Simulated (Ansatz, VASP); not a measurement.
SiSe: VASP beside Ansatz

Contents of INCAR:

```
ALGO = Normal
EDIFF = 1E-6
ENCUT = 500
GGA = PE
GGA_COMPAT = False
ISIF = 2
ISMEAR = -1
LASPH = True
LCHARG = False
LREAL = False
LWAVE = False
NBANDS = 12
NELM = 120
PREC = Accurate
SIGMA = 0.05
```

Contents of KPOINTS:

```
k-points
0
Gamma
  8 8 6
```

The input POSCAR:

```
SiSe
1.0
    3.4513920000      0.0000000000      0.0000000000
   -1.7256960000      2.9889888000      0.0000000000
    0.0000000000      0.0000000000      3.5987300000
Si Se
1 1
Direct
    0.6666700000      0.3333300000      0.5000000000
    0.0000000000      0.0000000000      0.0000000000
```

input.yaml

```yaml
crystal:
  lattice:
    - [3.451392, 0.0, 0.0]
    - [-1.725696, 2.9889888, 0.0]
    - [0.0, 0.0, 3.59873]
  atoms:
    - { symbol: Si, position: [0.66667, 0.33333, 0.5] }
    - { symbol: Se, position: [0.0, 0.0, 0.0] }
hamiltonian:
  xc: pbe
  pseudopotentials: { kind: paw }
kpoints:
  mp_grid: { grid: [8, 8, 6] }
scf:
  occupations: { method: fermi_dirac, width: 0.05 }
output:
  forces: true
  stress: true
  eigenvalues: true
```

Alike in both runs: task single point; functional PBE; k mesh 8 × 8 × 6; occupations fermi-dirac, width 0.05 eV; no spin polarisation.

|  | VASP | Ansatz |
| --- | --- | --- |
| version | VASP 6.6.1 | Ansatz 0.2.0 |
| potentials or method | VASP PAW PBE potentials, release 64 (Si, Se) | Ansatz PAW |
| plane-wave cutoff (eV) | 500 | 420 |
| valence electrons in the cell | 10 | 20 |

|  | VASP | Ansatz | Ansatz less VASP |
| --- | --- | --- | --- |
| gap on the k mesh at the Fermi level (eV) | none | none | - |
| pressure (GPa) | 4.3 | 4.2 | -0.06 |
| traceless stress, the component that is largest in VASP (GPa) | -1.69 | -1.70 | -0.004 |

A gap of «none» marks a metal or a gap that the smearing closes. The functional is the same, so the differences come from potentials, cutoffs and numerics. VASP's potentials hold 10 valence electrons a cell and Ansatz's 20, so a difference there can come from the potentials and not from the codes.
